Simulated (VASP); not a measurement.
Set up this calculation in VASP 6.6.1, as the native input.

| Quantity | Value |
| --- | --- |
| Task | single point |
| Functional | PBEsol |
| Potentials or basis | VASP PAW PBE potentials, release 64 (C) |
| Cutoff | 520 eV |
| k mesh | 12 × 12 × 12 |
| Occupations | gaussian, width 0.05 eV |
| Spin | no spin polarisation |
| Dipole correction | no |
| Further INCAR settings | ALGO = Normal; EDIFF = 1e-07; NBANDS = 11 |

The structure of C lies in POSCAR:

```
C
1.0
    0.0000000000      1.8547360000      1.6407280000
    1.8547360000      0.0000000000      1.6407280000
    1.8547360000      1.8547360000      0.0000000000
C
2
Direct
    0.5000000000      0.5000000000      0.5000000000
    0.7500000000      0.7500000000      0.7500000000
```

This cell differs from its parent crystal: strain +0.040 along x and y, -0.080 along z.

One way to write it, as run:

INCAR

```
PREC = Accurate ; ENCUT = 520
EDIFF = 1E-7 ; ISMEAR = 0
SIGMA = 0.05 ; LREAL = F
LASPH = T ; NELM = 80
ALGO = Normal ; ISIF = 2
LWAVE = F ; LCHARG = F
GGA = PS ; NBANDS = 11
```

KPOINTS

```
Automatic mesh
0
Gamma
  12 12 12
```

Potentials or basis: VASP PAW PBE potentials, release 64 (C).

Command:

```sh
$ cat potpaw_PBE.64/C/POTCAR > POTCAR
$ mpirun -np 1 vasp_std > vasp.out
```

It gave:

```
Pressure               : -1.5 GPa
Band gap on the k mesh : 1.07 eV (least direct gap 3.62 eV)
```

Caveat: the cell differs from its parent crystal (strain +0.040 along x and y, -0.080 along z); the PAW data sets were made with another functional, which shifts forces and pressure a little.

It took 14 s on 1 thread of Intel(R) Xeon(R) Platinum 8259CL CPU @ 2.50GHz (Skylake/Cascade Lake), on a shared host, peak memory 0.12 GiB.
